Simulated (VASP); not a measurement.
Write the native input for VASP 6.6.1 that does the following.

```yaml
Task: single point
Functional: r2SCAN
Potentials_or_basis: VASP PAW PBE potentials, release 64 (Sn_d, Se)
Cutoff: 520 eV
k_mesh: 12 × 12 × 6
Occupations: gaussian, width 0.05 eV
Spin: no spin polarisation
Dipole_correction: no
Further_INCAR_settings: ALGO = Normal; EDIFF = 1e-06; NBANDS = 20
```

Crystal: SnSe2.

```
Sn Se
1.0
     4.02315    0.00000    0.00000
    -2.01157    3.48415    0.00000
     0.00000    0.00000    5.50684
Sn Se
1 2
Cartesian
  0.0000 0.0000 0.0000
  0.0000 2.3228 1.3767
  2.0116 1.1614 4.1301
```

This cell differs from its parent crystal: ratio of the length along z to the lengths across it x 0.85, volume and fractional coordinates fixed.

These files were run (other wordings do the same):

POSCAR

```
SnSe2
1.0
    4.0231463824      0.0000000000      0.0000000000
   -2.0115731912      3.4841469703      0.0000000000
    0.0000000000      0.0000000000      5.5068351236
Sn Se
1 2
Direct
    0.0000000000      0.0000000000      0.0000000000
    0.3333333333      0.6666666667      0.2500000000
    0.6666666667      0.3333333333      0.7500000000
```

INCAR.step1

```
SYSTEM = SnSe2
ALGO = Normal
EDIFF = 1E-4
ENCUT = 520
GGA = PE
ISMEAR = 0
LASPH = .True.
LCHARG = .False.
LREAL = .False.
LWAVE = .True.
NBANDS = 20
NELM = 100
PREC = Accurate
SIGMA = 0.05
```

INCAR.step2

```
SYSTEM = SnSe2
ALGO = Normal
EDIFF = 1E-6
ENCUT = 520
ISIF = 2
ISMEAR = 0
ISTART = 1
LASPH = .True.
LCHARG = .False.
LMIXTAU = .True.
LREAL = .False.
LWAVE = .False.
METAGGA = R2SCAN
NBANDS = 20
NELM = 100
PREC = Accurate
SIGMA = 0.05
```

KPOINTS

```
k-points
0
Gamma
  12 12 6
  0 0 0
```

Potentials or basis: VASP PAW PBE potentials, release 64 (Sn_d, Se).

Command:

```sh
$ cat potpaw_PBE.64/Sn_d/POTCAR potpaw_PBE.64/Se/POTCAR > POTCAR
$ cp INCAR.step1 INCAR
$ mpirun -np 1 vasp_std > vasp.out
$ cp INCAR.step2 INCAR
$ mpirun -np 1 vasp_std > vasp.out
```

Results of the run:

```
Pressure               : 2.7 GPa
Largest force          : 1.054 eV/Å
Band gap on the k mesh : 0.07 eV (least direct gap 0.36 eV)
```

Caveat: the stress differs along the axes, from 0 to 8 GPa; semilocal functionals underestimate gaps, and a narrow one can read as zero; the PAW data sets were made with another functional, which shifts forces and pressure a little; spin-orbit coupling is left out, which moves the levels of the heavy elements.

Run time: 15 min on 1 thread of Intel Xeon 8259CL, on a shared host, peak memory 0.3 GiB.
